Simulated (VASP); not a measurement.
# Ag2O (Pn-3m) in VASP: single point with r2SCAN

Aim: the single point of Ag2O with r2SCAN.

Program: VASP 6.6.1. These are calculated values, not measurements. Logs are shortened: lines on timing, memory, paths and dates and some standing lists are left out, and cuts for length are marked.

## Step 1: The cell of the first run

Symmetry: Pn-3m, No. 224, cubic system. The conventional cell has a = 4.756 Å, b = 4.756 Å, c = 4.756 Å, α = 90.00°, β = 90.00°, γ = 90.00°. Within 2.7 Å of Ag (site symmetry -3m) lie 2 O at 2.06 Å. Within 2.7 Å of O (site symmetry -43m) lie 4 Ag at 2.06 Å.

## Step 2: Single point, r2SCAN

POSCAR reads:

```
Ag2O
1.0
    4.7563710627      0.0000000000      0.0000000000
    0.0000000000      4.7563710627      0.0000000000
    0.0000000000      0.0000000000      4.7563710627
Ag O
4 2
Direct
    0.7500000000      0.7500000000      0.7500000000
    0.7500000000      0.2500000000      0.2500000000
    0.2500000000      0.2500000000      0.7500000000
    0.2500000000      0.7500000000      0.2500000000
    0.0000000000      0.0000000000      0.0000000000
    0.5000000000      0.5000000000      0.5000000000
```

INCAR.step1 reads:

```
ALGO = Normal ; EDIFF = 1E-5
ENCUT = 660 ; GGA = PE
GGA_COMPAT = F ; ISMEAR = 0
LASPH = T ; LCHARG = F
LREAL = F ; LWAVE = T
NBANDS = 37 ; NELM = 120
PREC = Accurate ; SIGMA = 0.05
```

INCAR.step2 reads:

```
ALGO = Normal ; EDIFF = 1E-6
ENCUT = 660 ; GGA_COMPAT = F
ISIF = 2 ; ISMEAR = 0
ISTART = 1 ; LASPH = T
LCHARG = T ; LELF = T
LMIXTAU = T ; LREAL = F
LVHAR = T ; LWAVE = F
METAGGA = R2SCAN ; NBANDS = 37
NELM = 120 ; PREC = Accurate
SIGMA = 0.05
```

KPOINTS reads:

```
k-points
0
Gamma
  6 6 6
```

Potentials or basis: VASP PAW PBE potentials, release 64 (Ag, O).

The run is started by

```bash
cat potpaw_PBE.64/Ag/POTCAR potpaw_PBE.64/O/POTCAR > POTCAR
cp INCAR.step1 INCAR
mpirun -np 1 vasp_std > vasp.out
cp INCAR.step2 INCAR
mpirun -np 1 vasp_std > vasp.out
```

OUTCAR:

```text
EDIFF = 1E-6
   ENCUT = 660
   ISIF = 2
   ISMEAR = 0
   ISTART = 1
   LASPH = T
   LREAL = F
   METAGGA = R2SCAN
   NELM = 120
   PREC = Accurate

 ion  position               nearest neighbor table
   1  0.750  0.750  0.750-   5 2.06   6 2.06   4 3.36   2 3.36   3 3.36   2 3.36   4 3.36   2 3.36
                             3 3.36   2 3.36   3 3.36   4 3.36   4 3.36   3 3.36
   2  0.750  0.250  0.250-   5 2.06   6 2.06   4 3.36   1 3.36   3 3.36   1 3.36   3 3.36   1 3.36
                             4 3.36   1 3.36   3 3.36   4 3.36   3 3.36   4 3.36
   3  0.250  0.250  0.750-   5 2.06   6 2.06   4 3.36   1 3.36   2 3.36   2 3.36   4 3.36   1 3.36
                             4 3.36   4 3.36   1 3.36   2 3.36   2 3.36   1 3.36
   4  0.250  0.750  0.250-   5 2.06   6 2.06   3 3.36   1 3.36   2 3.36   1 3.36   3 3.36   2 3.36
                             3 3.36   3 3.36   1 3.36   2 3.36   1 3.36   2 3.36
   5  0.000  0.000  0.000-   1 2.06   2 2.06   3 2.06   4 2.06
   6  0.500  0.500  0.500-   1 2.06   2 2.06   3 2.06   4 2.06

  LATTYP: Found a simple cubic cell.
 ALAT       =     4.7563710627

  Lattice vectors:

 A1 = (   4.7563710627,   0.0000000000,   0.0000000000)
 A2 = (   0.0000000000,   4.7563710627,   0.0000000000)
 A3 = (   0.0000000000,   0.0000000000,   4.7563710627)

Analysis of symmetry for initial positions (statically):
=====================================================================
 Subroutine PRICEL returns:
 Original cell was already a primitive cell.

 Routine SETGRP: Setting up the symmetry group for a
 simple cubic supercell.

 Subroutine GETGRP returns: Found 48 space group operations
 (whereof 24 operations were pure point group operations)
 out of a pool of 48 trial point group operations.

The static configuration has the point symmetry T_d .
 The point group associated with its full space group is O_h .

Analysis of symmetry for dynamics (positions and initial velocities):
=====================================================================
 Subroutine PRICEL returns:
 Original cell was already a primitive cell.

 Routine SETGRP: Setting up the symmetry group for a
 simple cubic supercell.

 Subroutine GETGRP returns: Found 48 space group operations
 (whereof 24 operations were pure point group operations)
 out of a pool of 48 trial point group operations.

The dynamic configuration has the point symmetry T_d .
 The point group associated with its full space group is O_h .

 Subroutine INISYM returns: Found 48 space group operations
 (whereof 24 operations are pure point group operations),
 and found     1 'primitive' translations

----------------------------------------------------------------------------------------

                                     Primitive cell

  volume of cell :     107.6037

  direct lattice vectors                    reciprocal lattice vectors
     4.756371063  0.000000000  0.000000000     0.210244320  0.000000000  0.000000000
     0.000000000  4.756371063  0.000000000     0.000000000  0.210244320  0.000000000
     0.000000000  0.000000000  4.756371063     0.000000000  0.000000000  0.210244320

  length of vectors
     4.756371063  4.756371063  4.756371063     0.210244320  0.210244320  0.210244320

  position of ions in fractional coordinates (direct lattice)
     0.750000000  0.750000000  0.750000000
     0.750000000  0.250000000  0.250000000
     0.250000000  0.250000000  0.750000000
     0.250000000  0.750000000  0.250000000
     0.000000000  0.000000000  0.000000000
     0.500000000  0.500000000  0.500000000

  ion indices of the primitive-cell ions
   primitive index   ion index
                 1           1
                 2           2
                 3           3
                 4           4
                 5           5
                 6           6

----------------------------------------------------------------------------------------

 KPOINTS: k-points

Automatic generation of k-mesh.
 Grid dimensions read from file:
 generate k-points for:    6    6    6

 Generating k-lattice:

  Cartesian coordinates                     Fractional coordinates (reciprocal lattice)
     0.035040720  0.000000000  0.000000000     0.166666667  0.000000000  0.000000000
     0.000000000  0.035040720  0.000000000     0.000000000  0.166666667  0.000000000
     0.000000000  0.000000000  0.035040720     0.000000000  0.000000000  0.166666667

  Length of vectors
     0.035040720  0.035040720  0.035040720

  Shift w.r.t. Gamma in fractional coordinates (k-lattice)
     0.000000000  0.000000000  0.000000000

 Subroutine IBZKPT returns following result:
 ===========================================

 Found     20 irreducible k-points:

 Following reciprocal coordinates:
            Coordinates               Weight
  0.000000  0.000000  0.000000      1.000000
  0.166667  0.000000  0.000000      6.000000
  0.333333  0.000000  0.000000      6.000000
  0.500000  0.000000  0.000000      3.000000
  0.166667  0.166667  0.000000     12.000000
  0.333333  0.166667  0.000000     24.000000
[... 12 lines left out ...]
  0.500000  0.500000  0.333333      6.000000
  0.500000  0.500000  0.500000      1.000000
   k-points           NKPTS =     20   k-points in BZ     NKDIM =     20   number of bands    NBANDS=     37
   number of dos      NEDOS =    301   number of ions     NIONS =      6
   total plane-waves  NPLWV =  64000
   dimension x,y,z NGX =    40 NGY =   40 NGZ =   40
   dimension x,y,z NGXF=    80 NGYF=   80 NGZF=   80
   ions per type =               4   2
   NGX,Y,Z   is equivalent  to a cutoff of  13.98, 13.98, 13.98 a.u.
   NGXF,Y,Z  is equivalent  to a cutoff of  27.96, 27.96, 27.96 a.u.
 SYSTEM =  unknown system
   PREC   = accura    normal or accurate (medium, high low for compatibility)
   ISTART =      1    job   : 0-new  1-cont  2-samecut
   ICHARG =      0    charge: 1-file 2-atom 10-const
   ISPIN  =      1    spin polarized calculation?
   LNONCOLLINEAR =      F non collinear calculations
   LSORBIT =      F    spin-orbit coupling
   LASPH  =      T    aspherical Exc in radial PAW
   ENCUT  =  660.0 eV  48.51 Ry    6.96 a.u.   9.96  9.96  9.96*2*pi/ulx,y,z
   NELM   =    120;   NELMIN=  2; NELMDL=  0     # of ELM steps
   EDIFF  = 0.1E-05   stopping-criterion for ELM
   LREAL  =      F    real-space projection
   EDIFFG = 0.1E-04   stopping-criterion for IOM
   NSW    =      0    number of steps for IOM
   IBRION =     -1    ionic relax: 0-MD 1-quasi-New 2-CG
   NFREE  =      0    steps in history (QN), initial steepest desc. (CG)
   ISIF   =      2    stress and relaxation
   ISYM   =      2    0-nonsym 1-usesym 2-fastsym
   POTIM  = 0.5000    time-step for ionic-motion
   TEBEG  =    0.0;   TEEND  =   0.0 temperature during run
   PSTRESS=    0.0 pullay stress
   NELECT =      56.0000    total number of electrons
   NUPDOWN=      -1.0000    fix difference up-down
   EMIN   =  10.00;   EMAX   =-10.00  energy-range for DOS
   EFERMI =   0.00;   METHOD = LEGACY
   ISMEAR =     0;   SIGMA  =   0.05  broadening in eV -4-tet -1-fermi 0-gaus
   EFERMI_NEDOS =   21; number of points for ismear=-14 and -15
   IALGO  =     38    algorithm
   IMIX   =      4    mixing-type and parameters
     AMIX     =   0.40;   BMIX     =  1.00
     AMIX_MAG =   1.60;   BMIX_MAG =  1.00
  volume/ion in A,a.u.               =      17.93       121.02
  Fermi-wavevector in a.u.,A,eV,Ry     =   1.316826  2.488441 23.592926  1.734031
  Thomas-Fermi vector in A             =   2.446911
   LORBIT       =      0    0 simple, 1 ext, 2 COOP (PROOUT), +10 PAW based schemes
   METAGGA = R2SCAN    functional components
   LHFCALC =     F    Hartree Fock is set to
   AEXX    =    0.0000 exact exchange contribution
   IVDW    =     0    specifies the selected vdW correction
   LEPSILON=     F    determine dielectric tensor
   LRPA    =     F    only Hartree local field effects (RPA)
 non-spin polarized calculation
 Gauss-broadening in eV      SIGMA  =   0.05
  energy-cutoff  :      660.00
  volume of cell :      107.60
 maximum number of plane-waves:      4224
 NGX is ok and might be reduce to    40
   NGX = 19   NGY = 19   NGZ = 19

 number of electron      55.9999995 magnetization

 Free energy of the ion-electron system (eV)
  ---------------------------------------------------
  ext. energy  EPLUGINS =         0.00000000
  ---------------------------------------------------
  free energy    TOTEN  =       -98.36073276 eV

  energy without entropy =      -98.36073119  energy(sigma->0) =      -98.36073198

 E-fermi :   4.3169     XC(G=0): -10.9614

 val. band max:        4.1927303448   @ k =   0.0000   0.0000   0.0000
 cond. band min:       4.4303799026   @ k =   0.0000   0.0000   0.0000
 fundamental gap:      0.2376495578
 Fermi energy:         4.3169193503

 k-point     1 :       0.0000    0.0000    0.0000
  band No.  band energies     occupation
      1     -15.5563      2.00000
      2     -14.9241      2.00000
      3      -2.6245      2.00000
      4      -2.6245      2.00000
      5      -2.6245      2.00000
      6      -0.3264      2.00000
[... 29 lines left out ...]
     36      13.3163      0.00000
     37      13.3437      0.00000

 k-point     2 :       0.1667    0.0000    0.0000
  band No.  band energies     occupation
      1     -15.5159      2.00000
      2     -14.9686      2.00000
      3      -2.5313      2.00000
      4      -2.5313      2.00000
      5      -2.4945      2.00000
      6      -0.3083      2.00000
[... 29 lines left out ...]
     36      12.9568      0.00000
     37      12.9568      0.00000

 k-point     3 :       0.3333    0.0000    0.0000
  band No.  band energies     occupation
      1     -15.4042      2.00000
      2     -15.0885      2.00000
      3      -2.2846      2.00000
      4      -2.2846      2.00000
      5      -2.1214      2.00000
      6      -0.8871      2.00000
[... 29 lines left out ...]
     36      12.4137      0.00000
     37      12.4137      0.00000

 k-point     4 :       0.5000    0.0000    0.0000
  band No.  band energies     occupation
      1     -15.2484      2.00000
      2     -15.2484      2.00000
      3      -2.0876      2.00000
      4      -2.0876      2.00000
      5      -1.5555      2.00000
      6      -1.5555      2.00000
[... 29 lines left out ...]
     36      12.1954      0.00000
     37      13.1752      0.00000
[... 523 lines left out ...]
      1     -15.4446      2.00000
      2     -15.0276      2.00000
      3      -2.3915      2.00000
      4      -2.3882      2.00000
      5      -2.2484      2.00000
      6      -0.6262      2.00000
[... 29 lines left out ...]
     36      12.1555      0.00000
     37      15.8553      0.00000

 k-point    19 :       0.5000    0.5000    0.3333
  band No.  band energies     occupation
      1     -15.4741      2.00000
      2     -14.9923      2.00000
      3      -2.4341      2.00000
      4      -2.4341      2.00000
      5      -2.3578      2.00000
      6      -0.3856      2.00000
[... 29 lines left out ...]
     36      11.4859      0.00000
     37      16.8118      0.00000

 k-point    20 :       0.5000    0.5000    0.5000
  band No.  band energies     occupation
      1     -15.5083      2.00000
      2     -14.9514      2.00000
      3      -2.4815      2.00000
      4      -2.4815      2.00000
      5      -2.4815      2.00000
      6      -0.0491      2.00000
[... 29 lines left out ...]
     36      10.7494      0.00000
     37      17.6314      0.00000

------------------------ aborting loop because EDIFF is reached ----------------------------------------

  FORCE on cell =-STRESS in cart. coord.  units (eV):
  Direction    XX          YY          ZZ          XY          YZ          ZX
  --------------------------------------------------------------------------------------
  -------------------------------------------------------------------------------------
  Total       -0.1067444     -0.1067444     -0.1067444     -0.0000000      0.0000000     -0.0000000
  in kB       -1.5893820     -1.5893820     -1.5893820     -0.0000000      0.0000000     -0.0000000
  external PRESSURE =      -1.5893820 kB  Pullay stress =       0.0000000 kB

 VOLUME and BASIS-vectors are now :
 -----------------------------------------------------------------------------
  energy-cutoff  :      660.00
  volume of cell :      107.60
      direct lattice vectors                 reciprocal lattice vectors
     4.756371063  0.000000000  0.000000000     0.210244320  0.000000000  0.000000000
     0.000000000  4.756371063  0.000000000     0.000000000  0.210244320  0.000000000
     0.000000000  0.000000000  4.756371063     0.000000000  0.000000000  0.210244320

 POSITION                                       TOTAL-FORCE (eV/Angst)
 -----------------------------------------------------------------------------------
      3.56728      3.56728      3.56728        -0.000000      0.000000     -0.000000
      3.56728      1.18909      1.18909        -0.000000     -0.000000      0.000000
      1.18909      1.18909      3.56728        -0.000000     -0.000000     -0.000000
      1.18909      3.56728      1.18909         0.000000      0.000000      0.000000
      0.00000      0.00000      0.00000        -0.000000      0.000000     -0.000000
      2.37819      2.37819      2.37819        -0.000000      0.000000     -0.000000
 -----------------------------------------------------------------------------------
    total drift:                                0.000000      0.000000      0.000000

  FREE ENERGIE OF THE ION-ELECTRON SYSTEM (eV)
  ---------------------------------------------------
  free  energy   TOTEN  =       -98.3607327643 eV

  energy  without entropy=      -98.3607311863  energy(sigma->0) =      -98.36073198
```

It used 650 s of CPU time on 1 thread of AMD EPYC 7R13 Processor (Zen 3) (shared host).

What came out:

```yaml
Free_energy: -98.3607 eV
Pressure: -0.2 GPa
Band_gap_on_the_k_mesh: 0.24 eV, direct
```

Caveat: the PAW data sets were made with another functional, which shifts forces and pressure a little. A k mesh can miss the band edges.
